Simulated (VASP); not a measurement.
## SrCl2: single point with PBE

SrCl2:

```
Sr Cl
1.0
     2.45672    1.41839    4.01532
    -2.45672    1.41839    4.01532
     0.00000   -2.83678    4.01532
Sr Cl
1 2
Direct
  0.00000 0.00000 0.00000
  0.24995 0.24995 0.24995
  0.75005 0.75005 0.75005
```

- Program: VASP 6.6.1
- Task: single point
- Functional: PBE
- Potentials or basis: VASP PAW PBE potentials, release 64 (Sr_sv, Cl)
- Cutoff: 520 eV
- k mesh: 4 × 4 × 4
- Occupations: gaussian, width 0.01 eV
- Spin: no spin polarisation
- Dipole correction: no
- Further INCAR settings: ALGO = Normal; EDIFF = 1e-06; NBANDS = 19

```yaml
Pressure: 1.5 GPa
Band_gap_on_the_k_mesh: 5.38 eV, indirect (least direct gap 5.50 eV)
```

Levels at points of the mesh, in eV from the valence-band top:
```csv
k point,band 9,band 10,band 11,band 12,band 13,band 14,band 15,band 16
"(0.00, 0.00, 0.00)",-2.16,-0.34,-0.34,-0.34,5.38,6.09,6.09,9.05
"(0.50, 0.00, 0.00)",-1.52,-1.34,-1.06,-1.06,6.72,6.72,7.55,7.89
"(0.50, 0.50, 0.00)",-1.90,-0.41,-0.41,0.00,5.50,7.07,7.63,8.04
"(0.50, 0.50, 0.50)",-1.52,-1.34,-1.06,-1.06,6.72,6.72,7.54,7.89
```

It took 44 s on 1 thread of Intel(R) Xeon(R) Platinum 8488C (Sapphire Rapids), on a shared host, peak memory 0.23 GiB.

A k mesh can miss the band edges. A hybrid or GW would open this gap; PBE tends to underestimate it.
